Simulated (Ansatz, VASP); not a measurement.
**ZnF2 in VASP and in Ansatz**

```
Zn F
1.0
     4.70294    0.00000    0.00000
     0.00000    4.70294    0.00000
     0.00000    0.00000    3.13289
Zn F
2 4
Direct
  0.50000 0.50000 0.50000
  0.00000 0.00000 0.00000
  0.69686 0.69686 0.00000
  0.80314 0.19686 0.50000
  0.30314 0.30314 0.00000
  0.19686 0.80314 0.50000
```

Alike in both runs: functional PBE; k mesh 7 × 7 × 11; occupations fermi-dirac, width 0.01 eV; no spin polarisation.

Ansatz relaxed the structure, and its values are those at the end. VASP's run is a single point on that final structure, the one shown.

|  | VASP | Ansatz |
| --- | --- | --- |
| version | VASP 6.6.1 | Ansatz 0.2.0 |
| potentials or method | VASP PAW PBE potentials, release 64 (Zn, F) | plane-wave PAW, scalar-relativistic |
| plane-wave cutoff (eV) | 600 | 420 |
| valence electrons in the cell | 52 | 52 |

```csv
,VASP,Ansatz,Ansatz less VASP
gap on the k mesh at the Fermi level (eV),3.50,3.58,+0.077
pressure (GPa),6.7,6.1,-0.64
rms of the force components (eV/Å),0.016,0.011,-0.0044
```

Ansatz's warnings: stress scf threshold loose.
